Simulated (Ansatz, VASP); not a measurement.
## Si12HO24: VASP beside Ansatz

```
Si O H
1.0
     9.83160    0.00000    0.00000
    -4.91580    8.51442    0.00000
     0.00000    0.00000   10.81820
Si O H
24 48 2
Direct
  0.27091 0.00944 0.16550
  0.99856 0.25925 0.33637
  0.22933 0.23504 0.99739
  0.25370 0.99438 0.68573
  0.99431 0.26059 0.82640
  0.20833 0.19465 0.51533
  0.26215 0.49759 0.17186
  0.00711 0.77124 0.32831
  0.22354 0.72729 0.00550
  0.26694 0.49253 0.65932
  0.99649 0.75556 0.84437
  0.23417 0.73800 0.49996
  0.76792 0.00277 0.16378
  0.51505 0.29097 0.32639
  0.73548 0.23561 0.99475
  0.75003 0.99455 0.66432
  0.49888 0.26944 0.83240
  0.72707 0.23407 0.49922
  0.78748 0.50967 0.15735
  0.50148 0.77123 0.33065
  0.73061 0.73211 0.99894
  0.76900 0.50175 0.66626
  0.48924 0.75492 0.83325
  0.73597 0.73346 0.49493
  0.05860 0.18518 0.44266
  0.29100 0.36665 0.10583
  0.13986 0.42674 0.28700
  0.20098 0.07202 0.05775
  0.40663 0.37046 0.36153
  0.43265 0.15393 0.22174
  0.06371 0.20181 0.93799
  0.29612 0.36022 0.59451
  0.13300 0.42064 0.76628
  0.14410 0.05346 0.61928
  0.36189 0.29747 0.88893
  0.42737 0.13829 0.72276
  0.06984 0.70057 0.43567
  0.29760 0.87258 0.10479
  0.14592 0.93956 0.27920
  0.19259 0.56569 0.06918
  0.37255 0.80406 0.39559
  0.42818 0.64217 0.22065
  0.04846 0.68117 0.95653
  0.28315 0.87212 0.60503
  0.15738 0.91483 0.81137
  0.21075 0.57530 0.55681
  0.34646 0.77304 0.89053
  0.42976 0.62465 0.72306
  0.56750 0.21997 0.44184
  0.81147 0.37133 0.09998
  0.67410 0.44153 0.27610
  0.70480 0.07084 0.05440
  0.85988 0.28539 0.39199
  0.93376 0.13888 0.21914
  0.56888 0.20975 0.94328
  0.79694 0.36519 0.60909
  0.63625 0.43348 0.77449
  0.68561 0.06528 0.55787
  0.85949 0.29280 0.88103
  0.91655 0.12769 0.71992
  0.56894 0.69340 0.43072
  0.79194 0.86293 0.10843
  0.63998 0.93597 0.27617
  0.70678 0.56830 0.05478
  0.86888 0.79646 0.38702
  0.95056 0.65389 0.20975
  0.56444 0.70114 0.94373
  0.78059 0.86180 0.60293
  0.62066 0.92217 0.77498
  0.71032 0.57133 0.55464
  0.86155 0.79387 0.88926
  0.93329 0.63874 0.72500
  0.45721 0.46186 0.37810
  0.29265 0.13515 0.44220
```

Alike in both runs: task single point; functional PBE; dispersion D3(BJ); k mesh 1 × 1 × 1; occupations gaussian, width 0.02 eV; no spin polarisation.

|  | VASP | Ansatz |
| --- | --- | --- |
| version | VASP 6.6.1 | Ansatz 0.2.0 |
| potentials or method | VASP PAW PBE potentials, release 64 (Si, O, H) | scalar-relativistic, plane waves, PAW |
| plane-wave cutoff (eV) | 520 | 420 |
| valence electrons in the cell | 386 | 386 |

|  | VASP | Ansatz | Ansatz less VASP |
| --- | --- | --- | --- |
| gap on the k mesh at the Fermi level (eV) | 5.41 | 5.41 | +0.002 |
| least direct gap on the mesh (eV) | 5.41 | 5.41 | +0.002 |
